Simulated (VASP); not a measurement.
Here is a VASP 6.6.1 calculation.

Contents of INCAR:

```
SYSTEM = Tc
PREC = Accurate ; ENCUT = 520
EDIFF = 1E-8 ; ISMEAR = -1
SIGMA = 0.03 ; LREAL = .FALSE.
LASPH = .TRUE. ; NELM = 60
ALGO = Normal ; ISIF = 2
LWAVE = .FALSE. ; LCHARG = .FALSE.
GGA = PS ; LEFG = .TRUE.
NBANDS = 12
```

Contents of KPOINTS:

```
Automatic mesh
0
G
  18 18 18
  0 0 0
```

Contents of POSCAR:

```
Tc
1.0
    0.0000000000      1.9629142836      1.9629142836
    1.9629142836      0.0000000000      1.9629142836
    1.9629142836      1.9629142836      0.0000000000
Tc
1
Direct
    0.0000000000      0.0000000000      0.0000000000
```

Potentials or basis: VASP PAW PBE potentials, release 64 (Tc_pv).

Run with:

```console
$ cat potpaw_PBE.64/Tc_pv/POTCAR > POTCAR
$ mpirun -np 1 vasp_std > vasp.out
```

Q: Estimate the pressure.

A: -20.6 GPa.

Caveat: without QUAD_EFG the Cq values of the log hold for a quadrupole moment of 1 mb, not for the nuclei; the PAW data sets were made with another functional, which shifts forces and pressure a little.
